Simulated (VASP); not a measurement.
Input of a VASP 6.6.1 run:

File INCAR:

```
PREC = Accurate
ENCUT = 520
EDIFF = 1E-7
ISMEAR = 0
SIGMA = 0.1
LREAL = F
LASPH = T
NELM = 80
ALGO = Fast
ISIF = 2
LWAVE = F
LCHARG = F
GGA = PS
NBANDS = 9
ISYM = 0
```

File KPOINTS:

```
Automatic mesh
0
Gamma
  11 7 12
```

File POSCAR:

```
Mg
1.0
    3.1881999939      0.0000000000      0.0000000000
    0.0000000000      5.1084658709      0.0000000000
    1.5940999970      0.0000000000      2.7610621871
Mg
2
Direct
    0.3333333333      0.7500000000      0.3333333333
    0.6666666667      0.2500000000      0.6666666667
```

Potentials or basis: VASP PAW PBE potentials, release 64 (Mg).

Command:

```sh
$ cat potpaw_PBE.64/Mg/POTCAR > POTCAR
$ mpirun -np 1 vasp_std > vasp.out
```

Problem. Estimate the band gap on the k mesh.

Solution. Zero (band 2 reaches 3.77 eV, above the bottom of band 3 at 1.59 eV).

Problem. Estimate the pressure.

Solution. 0.0 GPa.

Stress tensor (GPa, compression positive):
```
-0.26  0.00  0.14
 0.00  0.38  0.00
 0.14  0.00 -0.10
```

Caveat: the PAW data sets were made with another functional, which shifts forces and pressure a little.
